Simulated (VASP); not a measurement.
# CuH2Rh (R-3m) in VASP: settings compared

Aim: see how the results for CuH2Rh move with the level of theory and the settings. Levels: PBEsol, revPBE. Tasks: single point.

Everything below comes from runs of VASP 6.6.1. Logs are shortened: lines on timing, memory, paths and dates and some standing lists are left out, and cuts for length are marked.

## Step 1: The cell of the first run

The structure is trigonal, space group R-3m (No. 166). The conventional cell has a = 2.994 Å, b = 2.994 Å, c = 16.710 Å, α = 90.00°, β = 90.00°, γ = 120.00°. Rh (site symmetry -3m) has 6 H at 1.96 Å within 2.6 Å. Within 2.5 Å of Cu (site symmetry -3m) lie 2 H at 1.85 Å. H (site symmetry 3m) has 1 Cu at 1.85 Å and 3 Rh at 1.96 Å within 2.5 Å.

## Step 2: Single point, PBEsol

The input, INCAR:

```
SYSTEM = CuH2Rh
PREC = Accurate
ENCUT = 520
EDIFF = 1E-6
ISMEAR = -1
SIGMA = 0.1
LREAL = .FALSE.
LASPH = .TRUE.
NELM = 100
ALGO = Normal
ISIF = 2
LWAVE = .FALSE.
LCHARG = .TRUE.
GGA = PS
LELF = .TRUE.
LVHAR = .TRUE.
NBANDS = 22
```

The input, KPOINTS:

```
Automatic mesh
0
G
  7 7 7
  0 0 0
```

The input, POSCAR:

```
CuH2Rh
1.0
    2.9935020000      0.0000000000      0.0000000000
   -1.4967510000      2.5924500000      0.0000000000
    0.0000000000     -1.7282970000      5.5700260000
Rh Cu H
1 1 2
Direct
    0.5000000000      0.0000000000      0.5000000000
    0.0000000000      0.0000000000      0.0000000000
    0.1110000000      0.2220000000      0.3330000000
    0.8890000000      0.7780000000      0.6670000000
```

Potentials or basis: VASP PAW PBE potentials, release 64 (Rh_pv, Cu, H).

The run is started by

```sh
> cat potpaw_PBE.64/Rh_pv/POTCAR potpaw_PBE.64/Cu/POTCAR potpaw_PBE.64/H/POTCAR > POTCAR
> mpirun -np 1 vasp_std > vasp.out
```

OUTCAR:

```text
SYSTEM = CuH2Rh
   PREC = Accurate
   ENCUT = 520
   EDIFF = 1E-6
   ISMEAR = -1
   LREAL = .FALSE.
   LASPH = .TRUE.
   NELM = 100
   ISIF = 2
   GGA = PS

 ion  position               nearest neighbor table
   1  0.500  0.000  0.500-   3 1.96   4 1.96   4 1.96   3 1.96   3 1.96   4 1.96
   2  0.000  0.000  0.000-
   3  0.111  0.222  0.333-   1 1.96   1 1.96   1 1.96
   4  0.889  0.778  0.667-   1 1.96   1 1.96   1 1.96

  LATTYP: Found a trigonal (rhomboedric) cell.
 ALAT       =     5.8319979562
 COS(alpha) =     0.8682669932

  Lattice vectors:

 A1 = (   0.0000000000,  -1.7282970000,   5.5700260000)
 A2 = (   1.4967510000,   0.8641530000,   5.5700260000)
 A3 = (  -1.4967510000,   0.8641530000,   5.5700260000)

Analysis of symmetry for initial positions (statically):
=====================================================================
 Subroutine PRICEL returns:
 Original cell was already a primitive cell.

 Routine SETGRP: Setting up the symmetry group for a
 trigonal (rhombohedral) supercell.

 Subroutine GETGRP returns: Found 12 space group operations
 (whereof 12 operations were pure point group operations)
 out of a pool of 12 trial point group operations.

The static configuration has the point symmetry D_3d.

Analysis of symmetry for dynamics (positions and initial velocities):
=====================================================================
 Subroutine PRICEL returns:
 Original cell was already a primitive cell.

 Routine SETGRP: Setting up the symmetry group for a
 trigonal (rhombohedral) supercell.

 Subroutine GETGRP returns: Found 12 space group operations
 (whereof 12 operations were pure point group operations)
 out of a pool of 12 trial point group operations.

The dynamic configuration has the point symmetry D_3d.

 Subroutine INISYM returns: Found 12 space group operations
 (whereof 12 operations are pure point group operations),
 and found     1 'primitive' translations

----------------------------------------------------------------------------------------

                                     Primitive cell

  volume of cell :      43.2262

  direct lattice vectors                    reciprocal lattice vectors
     2.993502000  0.000000000  0.000000000     0.334056901  0.192867751  0.059844021
    -1.496751000  2.592450000  0.000000000     0.000000000  0.385735501  0.119688043
     0.000000000 -1.728297000  5.570026000     0.000000000  0.000000000  0.179532376

  length of vectors
     2.993502000  2.993503058  5.831997956     0.390350213  0.403877586  0.179532376

  position of ions in fractional coordinates (direct lattice)
     0.500000000  0.000000000  0.500000000
     0.000000000  0.000000000  0.000000000
     0.111000000  0.222000000  0.333000000
     0.889000000  0.778000000  0.667000000

  ion indices of the primitive-cell ions
   primitive index   ion index
                 1           1
                 2           2
                 3           3
                 4           4

----------------------------------------------------------------------------------------

 KPOINTS: Automatic mesh

Automatic generation of k-mesh.
 Grid dimensions read from file:
 generate k-points for:    7    7    7

 Generating k-lattice:

  Cartesian coordinates                     Fractional coordinates (reciprocal lattice)
     0.047722414  0.027552536  0.008549146     0.142857143 -0.000000000  0.000000000
     0.000000000  0.055105072  0.017098292     0.000000000  0.142857143  0.000000000
     0.000000000  0.000000000  0.025647482     0.000000000  0.000000000  0.142857143

  Length of vectors
     0.055764316  0.057696798  0.025647482

  Shift w.r.t. Gamma in fractional coordinates (k-lattice)
     0.000000000  0.000000000  0.000000000

 Subroutine IBZKPT returns following result:
 ===========================================

 Found     44 irreducible k-points:

 Following reciprocal coordinates:
            Coordinates               Weight
  0.000000  0.000000  0.000000      1.000000
  0.142857  0.000000  0.000000      6.000000
  0.285714  0.000000  0.000000      6.000000
  0.428571  0.000000  0.000000      6.000000
  0.000000  0.142857  0.000000      6.000000
  0.142857  0.142857  0.000000     12.000000
[... 16 lines left out ...]
  0.000000  0.142857  0.142857      6.000000
  0.142857  0.142857  0.142857     12.000000
 [... further k-points ...]
   k-points           NKPTS =     44   k-points in BZ     NKDIM =     44   number of bands    NBANDS=     22
   number of dos      NEDOS =    301   number of ions     NIONS =      4
   total plane-waves  NPLWV =  27648
   dimension x,y,z NGX =    24 NGY =   24 NGZ =   48
   dimension x,y,z NGXF=    48 NGYF=   48 NGZF=   96
   ions per type =               1   1   2
   NGX,Y,Z   is equivalent  to a cutoff of  13.33, 13.33, 13.68 a.u.
   NGXF,Y,Z  is equivalent  to a cutoff of  26.66, 26.66, 27.37 a.u.
 SYSTEM =  CuH2Rh
   PREC   = accura    normal or accurate (medium, high low for compatibility)
   ISTART =      0    job   : 0-new  1-cont  2-samecut
   ICHARG =      2    charge: 1-file 2-atom 10-const
   ISPIN  =      1    spin polarized calculation?
   LNONCOLLINEAR =      F non collinear calculations
   LSORBIT =      F    spin-orbit coupling
   LASPH  =      T    aspherical Exc in radial PAW
   ENCUT  =  520.0 eV  38.22 Ry    6.18 a.u.   5.57  5.57 10.84*2*pi/ulx,y,z
   NELM   =    100;   NELMIN=  2; NELMDL= -5     # of ELM steps
   EDIFF  = 0.1E-05   stopping-criterion for ELM
   LREAL  =      F    real-space projection
   EDIFFG = 0.1E-04   stopping-criterion for IOM
   NSW    =      0    number of steps for IOM
   IBRION =     -1    ionic relax: 0-MD 1-quasi-New 2-CG
   NFREE  =      0    steps in history (QN), initial steepest desc. (CG)
   ISIF   =      2    stress and relaxation
   ISYM   =      2    0-nonsym 1-usesym 2-fastsym
   POTIM  = 0.5000    time-step for ionic-motion
   TEBEG  =    0.0;   TEEND  =   0.0 temperature during run
   PSTRESS=    0.0 pullay stress
   NELECT =      28.0000    total number of electrons
   NUPDOWN=      -1.0000    fix difference up-down
   EMIN   =  10.00;   EMAX   =-10.00  energy-range for DOS
   EFERMI =   0.00;   METHOD = LEGACY
   ISMEAR =    -1;   SIGMA  =   0.10  broadening in eV -4-tet -1-fermi 0-gaus
   EFERMI_NEDOS =   21; number of points for ismear=-14 and -15
   IALGO  =     38    algorithm
   IMIX   =      4    mixing-type and parameters
     AMIX     =   0.40;   BMIX     =  1.00
     AMIX_MAG =   1.60;   BMIX_MAG =  1.00
  volume/ion in A,a.u.               =      10.81        72.93
  Fermi-wavevector in a.u.,A,eV,Ry     =   1.416484  2.676767 27.299110  2.006428
  Thomas-Fermi vector in A             =   2.537814
   LORBIT       =      0    0 simple, 1 ext, 2 COOP (PROOUT), +10 PAW based schemes
   GGA     = PS    functional components
   LHFCALC =     F    Hartree Fock is set to
   AEXX    =    0.0000 exact exchange contribution
   IVDW    =     0    specifies the selected vdW correction
   LEPSILON=     F    determine dielectric tensor
   LRPA    =     F    only Hartree local field effects (RPA)
 non-spin polarized calculation
  energy-cutoff  :      520.00
  volume of cell :       43.23
 maximum number of plane-waves:      1197
 NGX is ok and might be reduce to    24
   NGX = 11   NGY = 11   NGZ = 21

 number of electron      28.0000001 magnetization

 Free energy of the ion-electron system (eV)
  ---------------------------------------------------
  ext. energy  EPLUGINS =         0.00000000
  ---------------------------------------------------
  free energy    TOTEN  =       -17.92765616 eV

  energy without entropy =      -17.85824650  energy(sigma->0) =      -17.89295133

 E-fermi :   4.6892     XC(G=0): -11.2352

 val. band max:        4.6533624341   @ k =   0.0000   0.4286   0.1429
 cond. band min:       4.7584459918   @ k =   0.2857   0.0000   0.1429
 fundamental gap:      0.1050835577
 Fermi energy:         4.6892321039

 k-point     1 :       0.0000    0.0000    0.0000
  band No.  band energies     occupation
      1     -41.1652      2.00000
      2     -41.1652      2.00000
      3     -40.9575      2.00000
      4      -4.2226      2.00000
      5       0.1608      2.00000
      6       0.3359      2.00000
[... 14 lines left out ...]
     21      19.7667      0.00000
     22      22.6578      0.00000

 k-point     2 :       0.1429    0.0000    0.0000
  band No.  band energies     occupation
      1     -41.2023      2.00000
      2     -41.1741      2.00000
      3     -40.9524      2.00000
      4      -3.7517      2.00000
      5      -0.2815      2.00000
      6       0.7972      2.00000
[... 14 lines left out ...]
     21      19.0407      0.00000
     22      20.7880      0.00000

 k-point     3 :       0.2857    0.0000    0.0000
  band No.  band energies     occupation
      1     -41.2851      2.00000
      2     -41.1942      2.00000
      3     -40.9409      2.00000
      4      -2.5427      2.00000
      5      -0.9149      2.00000
      6       1.7023      2.00000
[... 14 lines left out ...]
     21      17.1134      0.00000
     22      18.5240      0.00000

 k-point     4 :       0.4286    0.0000    0.0000
  band No.  band energies     occupation
      1     -41.3507      2.00000
      2     -41.2102      2.00000
      3     -40.9316      2.00000
      4      -1.7971      2.00000
      5      -0.6636      2.00000
      6       1.4601      2.00000
[... 14 lines left out ...]
     21      16.2986      0.00000
     22      16.6081      0.00000

 k-point     5 :       0.0000    0.1429    0.0000
  band No.  band energies     occupation
      1     -41.2023      2.00000
      2     -41.1741      2.00000
      3     -40.9524      2.00000
      4      -3.7310      2.00000
      5      -0.3606      2.00000
      6       0.8169      2.00000
[... 417 lines left out ...]
 k-point    22 :      -0.2857   -0.0000    0.1429
  band No.  band energies     occupation
      1     -41.2851      2.00000
      2     -41.1942      2.00000
      3     -40.9409      2.00000
      4      -2.6308      2.00000
      5      -0.7114      2.00000
      6       1.4717      2.00000
[... 14 lines left out ...]
     21      16.5132      0.00000
     22      19.4713      0.00000

 k-point    23 :       0.0000    0.1429    0.1429
  band No.  band energies     occupation
      1     -41.2023      2.00000
      2     -41.1741      2.00000
      3     -40.9524      2.00000
      4      -3.5684      2.00000
      5      -0.9289      2.00000
      6       1.1104      2.00000
[... 14 lines left out ...]
     21      18.5348      0.00000
     22      20.6555      0.00000

 k-point    24 :       0.1429    0.1429    0.1429
  band No.  band energies     occupation
      1     -41.2569      2.00000
      2     -41.1939      2.00000
      3     -40.9441      2.00000
      4      -2.6625      2.00000
      5      -1.1581      2.00000
      6       1.4687      2.00000
[... 14 lines left out ...]
     21      17.9569      0.00000
     22      18.0581      0.00000

 [... further k-points ...]
[... 5 lines left out ...]
  --------------------------------------------------------------------------------------
  -------------------------------------------------------------------------------------
  Total       -5.8733117     -5.8733172     -6.8659729      0.0000000     -0.0000037     -0.0000000
  in kB     -217.6940045   -217.6942097   -254.4869427      0.0000000     -0.0001371     -0.0000000
  external PRESSURE =    -229.9583856 kB  Pullay stress =       0.0000000 kB

 VOLUME and BASIS-vectors are now :
 -----------------------------------------------------------------------------
  energy-cutoff  :      520.00
  volume of cell :       43.23
      direct lattice vectors                 reciprocal lattice vectors
     2.993502000  0.000000000  0.000000000     0.334056901  0.192867751  0.059844021
    -1.496751000  2.592450000  0.000000000     0.000000000  0.385735501  0.119688043
     0.000000000 -1.728297000  5.570026000     0.000000000  0.000000000  0.179532376

 POSITION                                       TOTAL-FORCE (eV/Angst)
 -----------------------------------------------------------------------------------
      1.49675     -0.86415      2.78501         0.000000      0.000000      0.000000
      0.00000      0.00000      0.00000         0.000000      0.000000      0.000000
     -0.00000      0.00000      1.85482        -0.000000      0.000000      0.419961
      1.49675      0.86415      3.71521         0.000000     -0.000000     -0.419961
 -----------------------------------------------------------------------------------
    total drift:                                0.000000      0.000000     -0.000000

  FREE ENERGIE OF THE ION-ELECTRON SYSTEM (eV)
  ---------------------------------------------------
  free  energy   TOTEN  =       -17.9276561578 eV

  energy  without entropy=      -17.8582464995  energy(sigma->0) =      -17.89295133
```

Run time: 28 s. Hardware: 1 thread of Intel Xeon Platinum 8375C at 2.90GHz (Ice Lake), shared host; peak memory 0.2 GiB.

What came out:

* Free energy: -17.9277 eV
* Pressure: -23.0 GPa
* Largest force: 0.420 eV/Å
* Band gap on the k mesh: zero (band 14 reaches 5.75 eV, above the bottom of band 15 at 3.97 eV)

Forces on the atoms (eV/Å):
```
Rh   0.000  0.000  0.000
Cu   0.000  0.000  0.000
H    0.000  0.000  0.420
H    0.000  0.000 -0.420
```

Levels at points of the mesh, in eV from the Fermi level:
| k point | band 11 | band 12 | band 13 | band 14 | band 15 | band 16 | band 17 | band 18 |
| --- | --- | --- | --- | --- | --- | --- | --- | --- |
| (0.00, 0.00, 0.00) | -2.08 | -1.74 | -1.74 | -0.54 | -0.54 | 1.06 | 7.40 | 11.95 |

Caveat: the k points lie up to 0.36 Å⁻¹ apart; the PAW data sets were made with another functional, which shifts forces and pressure a little.

## Step 3: Single point, revPBE

The input, INCAR:

```
PREC = Accurate
ENCUT = 520
EDIFF = 1E-6
ISMEAR = 0
SIGMA = 0.01
LREAL = False
LASPH = True
NELM = 60
ALGO = Normal
ISIF = 2
LWAVE = False
LCHARG = False
GGA = RE
NBANDS = 22
```

The input, KPOINTS:

```
regular mesh
0
Gamma
  7 7 7
```

POSCAR is that of step 2.

Potentials or basis: VASP PAW PBE potentials, release 64 (Rh_pv, Cu, H).

The run is started by

```sh
> cat potpaw_PBE.64/Rh_pv/POTCAR potpaw_PBE.64/Cu/POTCAR potpaw_PBE.64/H/POTCAR > POTCAR
> mpirun -np 1 vasp_std > vasp.out
```

Run time: 29 s. Hardware: 1 thread of Intel Xeon Platinum 8375C at 2.90GHz (Ice Lake), shared host; peak memory 0.2 GiB.

It converged, with:

- Free energy: -16.0061 eV
- Pressure: -16.6 GPa
- Largest force: 0.404 eV/Å
- Band gap on the k mesh: zero (band 14 reaches 5.99 eV, above the bottom of band 15 at 4.22 eV)

Forces in eV/Å, atoms in the order of the input:
```
Rh   0.000  0.000  0.000
Cu   0.000  0.000  0.000
H    0.000  0.000  0.404
H    0.000  0.000 -0.404
```

Stress tensor (GPa, compression positive):
```
-14.91   0.00   0.00
  0.00 -14.91   0.00
  0.00   0.00 -19.99
```

Levels at points of the mesh, in eV from the Fermi level:
```tsv
k point	band 12	band 13	band 14	band 15	band 16	band 17
(0.00, 0.00, 0.00)	-1.72	-1.72	-0.50	-0.50	1.11	7.37
```

Caveat: the k points lie up to 0.36 Å⁻¹ apart; the PAW data sets were made with another functional, which shifts forces and pressure a little.

## Step 4: Single point, PBEsol

The input, INCAR:

```
PREC = Accurate
ENCUT = 520
EDIFF = 1E-7
ISMEAR = -1
SIGMA = 0.1
LREAL = False
LASPH = True
NELM = 80
ALGO = Normal
ISIF = 2
LWAVE = False
LCHARG = False
GGA = PS
NBANDS = 22
```

KPOINTS is that of step 3.

POSCAR is that of step 3.

The run is started by

```sh
> cat potpaw_PBE.64/Rh_pv/POTCAR potpaw_PBE.64/Cu/POTCAR potpaw_PBE.64/H/POTCAR > POTCAR
> mpirun -np 1 vasp_std > vasp.out
```

It took 36 s on 1 thread of Intel Xeon Platinum 8375C at 2.90GHz (Ice Lake), shared host; peak memory 0.2 GiB.

It converged, with:

- Free energy: -17.9277 eV
- Pressure: -23.2 GPa
- Largest force: 0.420 eV/Å
- Band gap on the k mesh: zero (band 14 reaches 5.75 eV, above the bottom of band 15 at 3.97 eV)

Forces on the atoms (eV/Å):
```
Rh   0.000  0.000  0.000
Cu   0.000  0.000  0.000
H    0.000  0.000  0.420
H    0.000  0.000 -0.420
```

Stress tensor (GPa, compression positive):
```
-21.96   0.00   0.00
  0.00 -21.96   0.00
  0.00   0.00 -25.60
```

Levels at points of the mesh, in eV from the Fermi level:
| k point | band 10 | band 11 | band 12 | band 13 | band 14 | band 15 | band 16 | band 17 | band 18 | band 19 |
| --- | --- | --- | --- | --- | --- | --- | --- | --- | --- | --- |
| (0.00, 0.00, 0.00) | -2.08 | -2.08 | -1.74 | -1.74 | -0.54 | -0.54 | 1.06 | 7.40 | 11.95 | 13.56 |

Caveat: the k points lie up to 0.36 Å⁻¹ apart; the PAW data sets were made with another functional, which shifts forces and pressure a little.
